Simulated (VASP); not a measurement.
Here is a VASP 6.6.1 calculation.

File INCAR:

```
PREC = Accurate ; ENCUT = 600
EDIFF = 1E-7 ; ISMEAR = 0
SIGMA = 0.1 ; LREAL = F
LASPH = T ; NELM = 120
ALGO = Normal ; ISIF = 3
LWAVE = F ; LCHARG = F
GGA = PS ; IBRION = 2
NSW = 80 ; EDIFFG = -0.02
GGA_COMPAT = F ; NELMIN = 4
```

File KPOINTS:

```
regular mesh
0
Gamma
  4 4 4
```

Contents of POSCAR:

```
In3Cu
1.0
    4.4800000000      0.0000000000      0.0000000000
    0.0000000000      4.4800000000      0.0000000000
    0.0000000000      0.0000000000      4.4800000000
Cu In
1 3
Direct
    0.0000000000      0.0000000000      0.0000000000
    0.0000000000      0.5000000000      0.5000000000
    0.5000000000      0.0000000000      0.5000000000
    0.5000000000      0.5000000000      0.0000000000
```

Potentials or basis: VASP PAW PBE potentials, release 64 (Cu, In_d).

Run with:

```bash
$ cat potpaw_PBE.64/Cu/POTCAR potpaw_PBE.64/In_d/POTCAR > POTCAR
$ mpirun -np 1 vasp_std > vasp.out
```

Question: Predict the relaxed cell.

Answer: a = 4.415 Å, b = 4.415 Å, c = 4.415 Å, α = 90.00°, β = 90.00°, γ = 90.00°.

Question: What does it give for the space group after relaxing (to 0.05 Å)?

Answer: Pm-3m (No. 221).

Question: Estimate the relaxed volume.

Answer: 21.51 Å³/atom.

Final structure:
```yaml
crystal:
  lattice:
    - [4.41462, 0.00000, 0.00000]
    - [0.00000, 4.41462, 0.00000]
    - [0.00000, 0.00000, 4.41462]
  atoms:
    - { symbol: Cu, position: [0.00000, 0.00000, 0.00000] }
    - { symbol: In, position: [0.00000, 0.50000, 0.50000] }
    - { symbol: In, position: [0.50000, 0.00000, 0.50000] }
    - { symbol: In, position: [0.50000, 0.50000, 0.00000] }
```

Caveat: the PAW data sets were made with another functional, which shifts forces and pressure a little.
